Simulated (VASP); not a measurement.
A run of VASP 6.6.1:

INCAR

```
PREC = Accurate
ENCUT = 600
EDIFF = 1E-6
ISMEAR = 0
SIGMA = 0.1
LREAL = F
LASPH = T
NELM = 200
ALGO = Normal
ISIF = 2
LWAVE = F
LCHARG = T
GGA = PE
LELF = T
LVHAR = T
NBANDS = 18
GGA_COMPAT = F
LMAXMIX = 6
```

File KPOINTS:

```
regular mesh
0
Gamma
  6 6 4
```

The input POSCAR:

```
SmO2
1.0
    3.6857764380      0.0000000035      0.0000000000
   -1.8428882220      3.1919760262      0.0000000000
    0.0000000000      0.0000000000      4.2350872911
Sm O
1 2
Direct
    0.0000000000      0.0000000000      0.0000000000
    0.6666666667      0.3333333333      0.2295723596
    0.3333333333      0.6666666667      0.7704276404
```

Potentials or basis: VASP PAW PBE potentials, release 64 (Sm_3, O), 4f in core.

Launch:

```bash
$ cat potpaw_PBE.64/Sm_3/POTCAR potpaw_PBE.64/O/POTCAR > POTCAR
$ mpirun -np 1 vasp_std > vasp.out
```

Hardware: 1 thread of AMD EPYC 9R45 (Zen 5), on a shared host.

Estimate the wall time of this run.

Wall time 15 s on 1 thread of AMD EPYC 9R45 (Zen 5) (shared host), peak memory 0.16 GiB. Counts: scf iterations 13, k points 24.
